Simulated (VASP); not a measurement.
Here is a VASP 6.6.1 calculation.

File INCAR:

```
SYSTEM = W
  ALGO = Fast
  EDIFF = 1E-6
  ENCUT = 520
  GGA = PE
  ISIF = 2
  ISMEAR = 0
  LASPH = .TRUE.
  LCHARG = .FALSE.
  LREAL = .FALSE.
  LWAVE = .FALSE.
  NBANDS = 13
  NELM = 100
  PREC = Accurate
  SIGMA = 0.15
```

File KPOINTS:

```
k-points
0
G
  26 26 26
  0 0 0
```

The input POSCAR:

```
W
1.0
   -1.6395327021      1.6395327021      1.6156560122
    1.6395327021     -1.6395327021      1.6156560122
    1.6395327021      1.6395327021     -1.6156560122
W
1
Direct
    0.0000000000      0.0000000000      0.0000000000
```

Potentials or basis: VASP PAW PBE potentials, release 64 (W_sv).

The run is started by

```bash
$ cat potpaw_PBE.64/W_sv/POTCAR > POTCAR
$ mpirun -np 1 vasp_std > vasp.out
```

Q: What does it give for the band gap on the k mesh?

A: Zero (bands 7 and 8 overlap by 5.56 eV).

Q: What does it give for the pressure?

A: -18.9 GPa.

Stress tensor (GPa, compression positive):
```
-20.13   0.00   0.00
  0.00 -20.13   0.00
  0.00   0.00 -16.33
```

Caveat: the cell differs from its parent crystal (strain +0.030 along x and y, +0.015 along z); the cell stands under tension; spin-orbit coupling is left out, which moves the levels of the heavy elements.
